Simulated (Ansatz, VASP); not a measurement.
AlO: VASP beside Ansatz

The input INCAR:

```
ALGO = Normal
EDIFF = 1E-6
EDIFFG = -0.01
ENCUT = 600
GGA = PE
IBRION = 2
ISIF = 3
ISMEAR = 0
LASPH = True
LCHARG = False
LREAL = False
LWAVE = False
NELM = 100
NSW = 100
PREC = Accurate
SIGMA = 0.1
```

The input KPOINTS:

```
k-points
0
Gamma
  16 16 10
```

POSCAR

```
AlO
1.0
    3.0259966393      0.0000000000      0.0000000000
    0.0000000000      3.0259966393      0.0000000000
    0.0000000000      0.0000000000      4.8943619441
Al O
2 2
Direct
    0.0000000000      0.5000000000      0.0000000000
    0.5000000000      0.0000000000      0.5000000000
    0.5000000000      0.5000000000      0.2500000000
    0.5000000000      0.5000000000      0.7500000000
```

Input for Ansatz:

```yaml
crystal:
  lattice:
    - [3.0259966393, 0.0, 0.0]
    - [0.0, 3.0259966393, 0.0]
    - [0.0, 0.0, 4.8943619441]
  atoms:
    - { symbol: Al, position: [0.0, 0.5, 0.0] }
    - { symbol: Al, position: [0.5, 0.0, 0.5] }
    - { symbol: O, position: [0.5, 0.5, 0.25] }
    - { symbol: O, position: [0.5, 0.5, 0.75] }
basis:
  ecutwfc: 420
kpoints:
  mp_grid: { grid: [16, 16, 10] }
hamiltonian:
  xc: pbe
scf:
  occupations: { method: gaussian, width: 0.1 }
output:
  forces: true
  stress: true
  eigenvalues: true
relax:
  adjacent_minimum: "off"
  f_tol: 0.01
  max_steps: 80
  cell: { stress_tol: 0.05 }
```

Alike in both runs: task relaxation of cell and atoms; functional PBE; k mesh 16 × 16 × 10; occupations gaussian, width 0.1 eV; no spin polarisation.

|  | VASP | Ansatz |
| --- | --- | --- |
| version | VASP 6.6.1 | Ansatz 0.2.0 |
| potentials or method | VASP PAW PBE potentials, release 64 (Al, O), cutoff 600 eV | scalar-relativistic, plane waves, PAW |
| valence electrons in the cell | 18 | 18 |

|  | VASP | Ansatz | Ansatz less VASP |
| --- | --- | --- | --- |
| gap on the k mesh at the Fermi level, each at its own relaxed structure (eV) | none | none | - |
| relaxed volume (Å³/atom) | 11.18 | 11.20 | +0.022 |
| relaxed length of the cell vector where the two differ most in proportion (Å) | 3.020 | 3.023 | +0.0038 |

A gap of «none» marks a metal or a gap that the smearing closes.
